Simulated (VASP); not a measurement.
# Al (P6_3/mmc) in VASP: notebook

The runs below take Al through vibrations by perturbation theory, elastic constants, with PBEsol.

Everything below comes from runs of VASP 6.6.1. Logs are shortened: lines on timing, memory, paths and dates and some standing lists are left out, and cuts for length are marked.

## Step 1: The cell of the first run

It takes space group P6_3/mmc (No. 194, hexagonal). The conventional cell has a = 2.827 Å, b = 2.827 Å, c = 9.186 Å, α = 90.00°, β = 90.00°, γ = 120.00°. Al (site symmetry -6m2) has 12 Al at 2.82 to 2.83 Å within 3.7 Å. Al (site symmetry -3m) has 12 Al at 2.82 to 2.83 Å within 3.7 Å.

This isn't the form of Al at room conditions, which is fcc.

## Step 2: Vibrations by perturbation theory, PBEsol

Contents of INCAR:

```
SYSTEM = Al
PREC     = Accurate       ! precision mode
ENCUT    = 520            ! plane-wave cutoff, eV
EDIFF    = 1E-8           ! SCF threshold, eV
ISMEAR   = -1             ! smearing method
SIGMA    = 0.05           ! smearing width, eV
LREAL    = .False.        ! projectors in reciprocal space
LASPH    = .True.         ! aspherical terms in the spheres
NELM     = 60             ! most SCF steps
ALGO     = Normal         ! electronic algorithm
ISIF     = 2              ! what is computed and relaxed
LWAVE    = .False.        ! write WAVECAR
LCHARG   = .True.         ! write CHGCAR
GGA      = PS             ! functional
NBANDS   = 14             ! bands
IBRION   = 8              ! ionic algorithm
NSW      = 1              ! ionic steps
```

Contents of KPOINTS:

```
regular mesh
0
Gamma
  10 10 4
  0 0 0
```

Contents of POSCAR:

```
Al
1.0
    2.8270770242      0.0000000000      0.0000000000
   -1.4135385121      2.4483205214      0.0000000000
    0.0000000000      0.0000000000      9.1859930700
Al
4
Direct
    0.6666666667      0.3333333333      0.7500000000
    0.0000000000      0.0000000000      0.5000000000
    0.3333333333      0.6666666667      0.2500000000
    0.0000000000      0.0000000000      0.0000000000
```

Potentials or basis: VASP PAW PBE potentials, release 64 (Al).

Command:

```console
$ cat potpaw_PBE.64/Al/POTCAR > POTCAR
$ mpirun -np 1 vasp_std > vasp.out
```

OUTCAR:

```text
SYSTEM = Al
   PREC = Accurate
   ENCUT = 520
   EDIFF = 1E-8
   ISMEAR = -1
   LREAL = .False.
   LASPH = .True.
   NELM = 60
   ISIF = 2
   GGA = PS
   IBRION = 8
   NSW = 1

 ion  position               nearest neighbor table
   1  0.667  0.333  0.750-   2 2.82   4 2.82   2 2.82   4 2.82   2 2.82   4 2.82
   2  0.000  0.000  0.500-   1 2.82   3 2.82   3 2.82   1 2.82   1 2.82   3 2.82
   3  0.333  0.667  0.250-   2 2.82   4 2.82   2 2.82   4 2.82   2 2.82   4 2.82
   4  0.000  0.000  0.000-   1 2.82   3 2.82   3 2.82   1 2.82   1 2.82   3 2.82

  LATTYP: Found a hexagonal cell.
 ALAT       =     2.8270770242
 C/A-ratio  =     3.2492899880

  Lattice vectors:

 A1 = (   2.8270770242,   0.0000000000,   0.0000000000)
 A2 = (  -1.4135385121,   2.4483205214,   0.0000000000)
 A3 = (   0.0000000000,   0.0000000000,   9.1859930700)

Analysis of symmetry for initial positions (statically):
=====================================================================
 Subroutine PRICEL returns:
 Original cell was already a primitive cell.

 Routine SETGRP: Setting up the symmetry group for a
 hexagonal supercell.

 Subroutine GETGRP returns: Found 24 space group operations
 (whereof 12 operations were pure point group operations)
 out of a pool of 24 trial point group operations.

The static configuration has the point symmetry D_3d.
 The point group associated with its full space group is D_6h.

Analysis of symmetry for dynamics (positions and initial velocities):
=====================================================================
 Subroutine PRICEL returns:
 Original cell was already a primitive cell.

 Routine SETGRP: Setting up the symmetry group for a
 hexagonal supercell.

 Subroutine GETGRP returns: Found 24 space group operations
 (whereof 12 operations were pure point group operations)
 out of a pool of 24 trial point group operations.

The dynamic configuration has the point symmetry D_3d.
 The point group associated with its full space group is D_6h.

 Subroutine INISYM returns: Found 24 space group operations
 (whereof 12 operations are pure point group operations),
 and found     1 'primitive' translations

----------------------------------------------------------------------------------------

                                     Primitive cell

  volume of cell :      63.5817

  direct lattice vectors                    reciprocal lattice vectors
     2.827077024  0.000000000  0.000000000     0.353722234  0.204221627  0.000000000
    -1.413538512  2.448320521  0.000000000     0.000000000  0.408443254  0.000000000
     0.000000000  0.000000000  9.185993070     0.000000000  0.000000000  0.108861393

  length of vectors
     2.827077024  2.827077024  9.185993070     0.408443254  0.408443254  0.108861393

  position of ions in fractional coordinates (direct lattice)
     0.666666667  0.333333333  0.750000000
     0.000000000  0.000000000  0.500000000
     0.333333333  0.666666667  0.250000000
     0.000000000  0.000000000  0.000000000

  ion indices of the primitive-cell ions
   primitive index   ion index
                 1           1
                 2           2
                 3           3
                 4           4

----------------------------------------------------------------------------------------

 KPOINTS: regular mesh

Automatic generation of k-mesh.
 Grid dimensions read from file:
 generate k-points for:   10   10    4

 Generating k-lattice:

  Cartesian coordinates                     Fractional coordinates (reciprocal lattice)
     0.035372223  0.020422163  0.000000000     0.100000000 -0.000000000  0.000000000
[... 96 lines left out ...]

--------------------------------------- Ionic step        1  -------------------------------------------

 number of electron      12.0000000 magnetization

 Free energy of the ion-electron system (eV)
  ---------------------------------------------------
  ext. energy  EPLUGINS =         0.00000000
  ---------------------------------------------------
  free energy    TOTEN  =       -16.31935038 eV

  energy without entropy =      -16.30866552  energy(sigma->0) =      -16.31400795

 E-fermi :   8.3087     XC(G=0): -10.3942

 val. band max:        8.2647824662   @ k =   0.3000   0.2000   0.0000
 cond. band min:       8.4023229258   @ k =   0.2000   0.0000   0.5000
 fundamental gap:      0.1375404597
 Fermi energy:         8.3087399643

 k-point     1 :       0.0000    0.0000    0.0000
  band No.  band energies     occupation
      1      -3.0474      2.00000
      2      -1.3069      2.00000
      3      -1.3027      2.00000
      4       3.6281      2.00000
      5       3.9809      2.00000
      6      11.9467      0.00000
      7      11.9599      0.00000
      8      19.2013      0.00000
      9      19.2013      0.00000
     10      19.3601      0.00000
     11      19.3601      0.00000
     12      20.3243      0.00000
     13      20.3243      0.00000
     14      20.4933      0.00000
[... 377 lines left out ...]
      1       2.1409      2.00000
      2       2.9736      2.00000
      3       4.4660      2.00000
      4       4.5331      2.00000
      5       5.4811      2.00000
      6       6.7737      2.00000
      7       7.4546      2.00000
      8       9.4280      0.00000
      9      10.3421      0.00000
     10      11.5189      0.00000
     11      12.3139      0.00000
     12      12.9861      0.00000
     13      13.9543      0.00000
     14      14.8156      0.00000

 [... further k-points ...]

------------------------ aborting loop because EDIFF is reached ----------------------------------------

  FORCE on cell =-STRESS in cart. coord.  units (eV):
  Direction    XX          YY          ZZ          XY          YZ          ZX
  --------------------------------------------------------------------------------------
  -------------------------------------------------------------------------------------
  Total        0.3656672      0.3656672      1.5870335     -0.0000000     -0.0000000      0.0000000
  in kB        9.2143465      9.2143465     39.9912208     -0.0000000     -0.0000000      0.0000000
  external PRESSURE =      19.4733046 kB  Pullay stress =       0.0000000 kB

 VOLUME and BASIS-vectors are now :
 -----------------------------------------------------------------------------
  energy-cutoff  :      520.00
  volume of cell :       63.58
      direct lattice vectors                 reciprocal lattice vectors
     2.827077024  0.000000000  0.000000000     0.353722234  0.204221627  0.000000000
    -1.413538512  2.448320521  0.000000000     0.000000000  0.408443254  0.000000000
     0.000000000  0.000000000  9.185993070     0.000000000  0.000000000  0.108861393

 POSITION                                       TOTAL-FORCE (eV/Angst)
 -----------------------------------------------------------------------------------
      1.41354      0.81611      6.88949        -0.000000     -0.000000     -0.000000
      0.00000      0.00000      4.59300         0.000000      0.000000     -0.000000
     -0.00000      1.63221      2.29650         0.000000      0.000000      0.000000
      0.00000      0.00000      0.00000         0.000000      0.000000     -0.000000
 -----------------------------------------------------------------------------------
    total drift:                               -0.000000      0.000000      0.000000

  FREE ENERGIE OF THE ION-ELECTRON SYSTEM (eV)
  ---------------------------------------------------
  free  energy   TOTEN  =       -16.3193503790 eV

  energy  without entropy=      -16.3086655229  energy(sigma->0) =      -16.31400795

[... ionic steps 2 to 3 ...]

--------------------------------------- Ionic step        4  -------------------------------------------

------------------------ aborting loop because EDIFF is reached ----------------------------------------
[... 11 lines left out ...]
[... ionic steps 8 to 8 ...]

--------------------------------------- Ionic step        9  -------------------------------------------

 Free energy of the ion-electron system (eV)
  ---------------------------------------------------
  ---------------------------------------------------
  free energy    TOTEN  =        -0.01738615 eV

  energy without entropy =       -0.01738615

------------------------ aborting loop because EDIFF is reached ----------------------------------------

 INTERNAL STRAIN TENSOR  FOR ION    2  DIRECTION 3   (eV/Angst):
 -----------------------------------------------------------------------------
     0.00672  0.00000  0.00000
     0.00000  0.00672  0.00000
     0.00000  0.00000 -0.00793

 INTERNAL STRAIN TENSOR FOR ION    4 for displacements in x,y,z  (eV/Angst):
          X           Y           Z          XY          YZ          ZX
  --------------------------------------------------------------------------------
  x     0.00000     0.00000     0.00000     0.00000     0.00000     0.00000
  y     0.00000     0.00000     0.00000     0.00000     0.00000     0.00000
  z     0.00000     0.00000     0.00000     0.00000     0.00000     0.00000

 SECOND DERIVATIVES (NOT SYMMETRIZED)
 ------------------------------------
               1X          1Y          1Z          2X          2Y          2Z          3X          3Y          3Z          4X          4Y          4Z
  1X    -1.348566    0.000000    0.000000    0.615986    0.000000    0.000000    0.116594    0.000000    0.000000    0.615986    0.000000    0.000000
  1Y     0.000000   -1.348566    0.000000    0.000000    0.615986   -0.000000    0.000000    0.116594    0.000000    0.000000    0.615986    0.000000
  1Z     0.000000   -0.000000   -6.481100   -0.000000   -0.000000    3.193891    0.000000    0.000000    0.093317   -0.000000    0.000000    3.193891
  2X     0.615943    0.000000    0.000000   -1.044734    0.000000    0.000000    0.615943    0.000000    0.000000   -0.187151    0.000000    0.000000
  2Y     0.000000    0.615943    0.000000    0.000000   -1.044734    0.000000    0.000000    0.615943    0.000000    0.000000   -0.187151    0.000000
  2Z    -0.000000    0.000000    3.193799   -0.000000   -0.000000   -6.522758    0.000000    0.000000    3.193799    0.000000    0.000000    0.135159
  3X     0.116594    0.000000    0.000000    0.615986    0.000000    0.000000   -1.348566    0.000000    0.000000    0.615986    0.000000    0.000000
  3Y     0.000000    0.116594    0.000000    0.000000    0.615986   -0.000000    0.000000   -1.348566    0.000000    0.000000    0.615986    0.000000
  3Z     0.000000    0.000000    0.093317   -0.000000   -0.000000    3.193891    0.000000   -0.000000   -6.481100   -0.000000    0.000000    3.193891
  4X     0.615943    0.000000    0.000000   -0.187151    0.000000    0.000000    0.615943    0.000000    0.000000   -1.044734    0.000000    0.000000
  4Y     0.000000    0.615943    0.000000    0.000000   -0.187151    0.000000    0.000000    0.615943    0.000000    0.000000   -1.044734    0.000000
  4Z    -0.000000   -0.000000    3.193799    0.000000    0.000000    0.135159   -0.000000   -0.000000    3.193799    0.000000    0.000000   -6.522758

 Eigenvectors and eigenvalues of the dynamical matrix
 ----------------------------------------------------

   1 f  =   10.757433 THz    67.590943 2PiTHz  358.829330 cm-1    44.489147 meV
             X         Y         Z           dx          dy          dz
      1.413539  0.816107  6.889495     0.000000    0.000000   -0.500004
      0.000000  0.000000  4.592997    -0.000000   -0.000000    0.499996
     -0.000000  1.632214  2.296498     0.000000    0.000000   -0.500004
      0.000000  0.000000  0.000000    -0.000000   -0.000000    0.499996
[... 71 lines left out ...]
  12 f/i=    0.000082 THz     0.000515 2PiTHz    0.002732 cm-1     0.000339 meV
             X         Y         Z           dx          dy          dz
      1.413539  0.816107  6.889495     0.499960    0.005629    0.000003
      0.000000  0.000000  4.592997     0.499977    0.005629    0.000003
     -0.000000  1.632214  2.296498     0.499960    0.005629    0.000003
      0.000000  0.000000  0.000000     0.499977    0.005629    0.000003

--------------------------------------------------------------------------------------------------------

 ELASTIC MODULI CONTR FROM IONIC RELAXATION (kBar)
 Direction    XX          YY          ZZ          XY          YZ          ZX
 --------------------------------------------------------------------------------
 XX         -39.7663     39.7663      0.0000      0.0000     -0.0000      0.0000
 YY          39.7663    -39.7663     -0.0000     -0.0000      0.0000      0.0000
 ZZ           0.0000     -0.0000     -0.0000     -0.0000     -0.0000      0.0000
 XY           0.0000     -0.0000     -0.0000    -39.7663      0.0000      0.0000
 YZ          -0.0000      0.0000     -0.0000      0.0000     -0.0000      0.0000
 ZX           0.0000      0.0000      0.0000      0.0000      0.0000      0.0000
 --------------------------------------------------------------------------------
```

It took 2.6 min on 1 thread of Intel Xeon 6975P-C (Granite Rapids), shared host; peak memory 0.39 GiB.

What came out:

```yaml
Highest_phonon_frequency_at_Γ: 359 cm⁻¹
```

Phonon frequencies in cm⁻¹ (negative: imaginary):
```
              q point                              frequencies
(0.000, 0.000, 0.000)  0 0 0 93 93 122 122 158 158 257 259 359
```

Caveat: the cell stands under pressure or tension, which shifts response properties; the PAW data sets were made with another functional, which shifts forces and pressure a little.

## Step 3: Elastic constants, PBEsol

Contents of INCAR:

```
SYSTEM = Al
PREC     = Accurate       ! precision mode
ENCUT    = 600            ! plane-wave cutoff, eV
EDIFF    = 1E-8           ! SCF threshold, eV
ISMEAR   = -1             ! smearing method
SIGMA    = 0.05           ! smearing width, eV
LREAL    = .False.        ! projectors in reciprocal space
LASPH    = .True.         ! aspherical terms in the spheres
NELM     = 60             ! most SCF steps
ALGO     = Normal         ! electronic algorithm
ISIF     = 3              ! what is computed and relaxed
LWAVE    = .False.        ! write WAVECAR
LCHARG   = .True.         ! write CHGCAR
GGA      = PS             ! functional
NBANDS   = 14             ! bands
IBRION   = 6              ! ionic algorithm
NFREE    = 2            
POTIM    = 0.015          ! step
NSW      = 1              ! ionic steps
```

KPOINTS is that of step 2.

POSCAR is that of step 2.

Potentials or basis: VASP PAW PBE potentials, release 64 (Al).

Command:

```console
$ cat potpaw_PBE.64/Al/POTCAR > POTCAR
$ mpirun -np 1 vasp_std > vasp.out
```

Wall time 6.7 min (1 thread of Intel Xeon 6975P-C (Granite Rapids), shared host); peak memory 0.37 GiB.

Results (log left out):

| Quantity | Value |
| --- | --- |
| Voigt bulk modulus | 89 GPa |
| Highest phonon frequency at Γ | 358 cm⁻¹ |

Phonon frequencies in cm⁻¹ (negative: imaginary):
```tsv
q point	frequencies
(0.000, 0.000, 0.000)	0 0 0 93 93 122 122 158 158 257 258 358
```

Elastic tensor in Voigt notation (GPa, in the Cartesian axes of the cell as first typed):
```
173  35  62   0   0   0
 35 173  62   0   0   0
 62  62 135   0   0   0
  0   0   0  45   0   0
  0   0   0   0  45   0
  0   0   0   0   0  69
```

Clamped-ion elastic tensor (GPa):
```
177  31  62   0   0   0
 31 177  62   0   0   0
 62  62 135   0   0   0
  0   0   0  45   0   0
  0   0   0   0  45   0
  0   0   0   0   0  73
```

Caveat: the cell is under stress, which shifts elastic constants; the PAW data sets were made with another functional, which shifts forces and pressure a little.
